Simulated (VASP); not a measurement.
# Cr (Cmcm) in VASP: further runs, part 2 of 2

VASP 6.6.1. Earlier steps stand in the parts before.

### 3 Single point, PBE, collinear spin, ferromagnetic start

Input file INCAR:

```
SYSTEM = Cr
PREC = Accurate
ENCUT = 520
EDIFF = 1E-6
ISMEAR = -1
SIGMA = 0.05
LREAL = .False.
LASPH = .True.
NELM = 150
ALGO = Normal
ISIF = 2
LWAVE = .False.
LCHARG = .False.
ISPIN = 2
MAGMOM = 3 3
LORBIT = 11
LMAXMIX = 4
GGA = PE
NBANDS = 23
```

Input file KPOINTS:

```
regular mesh
0
Gamma
  13 13 7
  0 0 0
```

Input file POSCAR:

```
Cr
1.0
    1.1470505050     -2.4670251200      0.0000000000
    1.1470505050      2.4670251200      0.0000000000
    0.0000000000      0.0000000000      4.0643107400
Cr
2
Direct
    0.8705325800      0.1294674200      0.7500000000
    0.1294674200      0.8705325800      0.2500000000
```

Potentials or basis: VASP PAW PBE potentials, release 64 (Cr_pv).

Started as:

```bash
$ cat potpaw_PBE.64/Cr_pv/POTCAR > POTCAR
$ mpirun -np 1 vasp_std > vasp.out
```

OUTCAR:

```text
SYSTEM = Cr
   PREC = Accurate
   ENCUT = 520
   EDIFF = 1E-6
   ISMEAR = -1
   LREAL = .False.
   LASPH = .True.
   NELM = 150
   ISIF = 2
   ISPIN = 2
   LORBIT = 11
   GGA = PE

 ion  position               nearest neighbor table
   1  0.871  0.129  0.750-   2 2.40   2 2.40   2 2.62   2 2.62   2 2.62   2 2.62
   2  0.129  0.871  0.250-   1 2.40   1 2.40   1 2.62   1 2.62   1 2.62   1 2.62

  LATTYP: Found a base centered orthorhombic cell.
 ALAT       =     2.2941010100
 B/A-ratio  =     2.1507554456
 C/A-ratio  =     1.7716354782

  Lattice vectors:

 A1 = (   1.1470505050,  -2.4670251200,   0.0000000000)
 A2 = (   1.1470505050,   2.4670251200,   0.0000000000)
[... 1467 lines left out ...]
 VOLUME and BASIS-vectors are now :
 -----------------------------------------------------------------------------
  energy-cutoff  :      520.00
  volume of cell :       23.00
      direct lattice vectors                 reciprocal lattice vectors
     1.147050505 -2.467025120  0.000000000     0.435900597 -0.202673250  0.000000000
     1.147050505  2.467025120  0.000000000     0.435900597  0.202673250  0.000000000
     0.000000000  0.000000000  4.064310740     0.000000000  0.000000000  0.246044179

 POSITION                                       TOTAL-FORCE (eV/Angst)
 -----------------------------------------------------------------------------------
      1.14705     -1.82823      3.04823         0.000000      0.178121      0.000000
      1.14705      1.82823      1.01608         0.000000     -0.178121      0.000000
 -----------------------------------------------------------------------------------
    total drift:                               -0.000000     -0.000000      0.000000

  FREE ENERGIE OF THE ION-ELECTRON SYSTEM (eV)
  ---------------------------------------------------
  free  energy   TOTEN  =       -18.3764547276 eV

  energy  without entropy=      -18.3529621221  energy(sigma->0) =      -18.36470842

 total charge

# of ion       s       p       d       tot
------------------------------------------
    1        0.444   6.391   4.277  11.113
    2        0.444   6.391   4.277  11.113
--------------------------------------------------
tot          0.888  12.783   8.554  22.225

 magnetization (x)

# of ion       s       p       d       tot
------------------------------------------
    1        0.000   0.000   0.000   0.000
    2        0.000   0.000   0.000   0.000
--------------------------------------------------
tot          0.000   0.000   0.000   0.000
```

OSZICAR:

```text
N       E                     dE             d eps       ncg     rms          rms(c)
DAV:   1     0.243635661296E+03    0.24364E+03   -0.13324E+04 18176   0.130E+03
DAV:   2    -0.108126569742E+02   -0.25445E+03   -0.24473E+03 18473   0.382E+02
DAV:   3    -0.187835901602E+02   -0.79709E+01   -0.79086E+01 22890   0.793E+01
DAV:   4    -0.188514672301E+02   -0.67877E-01   -0.67815E-01 18892   0.748E+00
DAV:   5    -0.188523077270E+02   -0.84050E-03   -0.84039E-03 18984   0.782E-01    0.236E+01
DAV:   6    -0.181096946761E+02    0.74261E+00   -0.78502E+00 19628   0.310E+01    0.592E+00
DAV:   7    -0.183561732942E+02   -0.24648E+00   -0.35789E-01 20202   0.562E+00    0.426E+00
DAV:   8    -0.183765709947E+02   -0.20398E-01   -0.13015E-02 19054   0.119E+00    0.131E+00
DAV:   9    -0.183755785068E+02    0.99249E-03   -0.98845E-03 19957   0.868E-01    0.419E-01
DAV:  10    -0.183764113990E+02   -0.83289E-03   -0.27647E-03 19089   0.397E-01    0.130E-01
DAV:  11    -0.183764519339E+02   -0.40535E-04   -0.72027E-05 19803   0.847E-02    0.445E-02
DAV:  12    -0.183764580358E+02   -0.61019E-05   -0.19932E-05 19075   0.297E-02    0.204E-02
DAV:  13    -0.183764562905E+02    0.17453E-05   -0.39952E-06 19320   0.168E-02    0.489E-03
DAV:  14    -0.183764550575E+02    0.12330E-05   -0.55319E-07  9569   0.584E-03    0.139E-03
DAV:  15    -0.183764547276E+02    0.32991E-06   -0.92836E-08  9219   0.237E-03
   1 F= -.18376455E+02 E0= -.18364708E+02  d E =-.234926E-01  mag=     0.0001
```

stdout:

```text
POSCAR found type information on POSCAR Cr
 POSCAR found :  1 types and       2 ions
 scaLAPACK will be used
 LDA part: xc-table for (Slater+PW92), standard interpolation
 POSCAR, INCAR and KPOINTS ok, starting setup
 FFT: planning ... GRIDC
 FFT: planning ... GRID_SOFT
 FFT: planning ... GRID
 WAVECAR not read
 entering main loop
```

Wall time 94 s (1 thread of AMD EPYC 9R45 (Zen 5), shared host); peak memory 0.22 GiB.

Results:

- Free energy: -18.3765 eV
- Pressure: 7.2 GPa
- Largest force: 0.178 eV/Å
- Band gap on the k mesh: zero (filled and empty bands overlap)
- Net moment: 0.00 μB per cell
- Valence electrons inside the program's atomic spheres: Cr 11.11

Forces in eV/Å, atoms in the order of the input:
```
Cr   0.000  0.178  0.000
Cr   0.000 -0.178  0.000
```

Stress tensor (GPa, compression positive):
```
 7.28  0.00  0.00
 0.00  3.99  0.00
 0.00  0.00 10.33
```

Caveat: the starting moments collapsed, and a magnetic state may lie lower.

### 4 Single point, PBE, collinear spin, antiferromagnetic start

Input file INCAR:

```
ALGO = Normal
EDIFF = 1E-6
ENCUT = 520
GGA = PE
ISIF = 2
ISMEAR = -1
ISPIN = 2
LASPH = T
LCHARG = F
LMAXMIX = 4
LORBIT = 11
LREAL = F
LWAVE = F
MAGMOM = 3 -3
NBANDS = 23
NELM = 150
PREC = Accurate
SIGMA = 0.05
```

Input file KPOINTS:

```
k-points
0
Gamma
  13 13 7
```

POSCAR is that of step 3.

Started as:

```bash
$ cat potpaw_PBE.64/Cr_pv/POTCAR > POTCAR
$ mpirun -np 1 vasp_std > vasp.out
```

Wall time 100 s (1 thread of AMD EPYC 9R45 (Zen 5), shared host); peak memory 0.22 GiB.

The run converged. Its results:

* Free energy: -18.3765 eV
* Pressure: 7.3 GPa
* Largest force: 0.178 eV/Å
* Band gap on the k mesh: zero (filled and empty bands overlap)
* Net moment: 0.00 μB per cell
* Valence electrons inside the program's atomic spheres: Cr 11.11

Forces on the atoms (eV/Å):
```
Cr   0.000  0.178  0.000
Cr   0.000 -0.178  0.000
```

Stress tensor (GPa, compression positive):
```
 7.35  0.00  0.00
 0.00  4.07  0.00
 0.00  0.00 10.41
```

Levels at points of the mesh, in eV from the Fermi level:
Spin up:
| k point | band 9 | band 10 | band 11 | band 12 | band 13 | band 14 | band 15 | band 16 |
| --- | --- | --- | --- | --- | --- | --- | --- | --- |
| (0.00, 0.00, 0.00) | -2.16 | -1.94 | -0.87 | 0.18 | 1.01 | 1.02 | 1.06 | 1.71 |
Spin down:
```
           k point  band 9  band 10  band 11  band 12  band 13  band 14  band 15  band 16
(0.00, 0.00, 0.00)   -2.16    -1.94    -0.87     0.18     1.01     1.02     1.06     1.71
```

Caveat: the starting moments collapsed, and a magnetic state may lie lower.
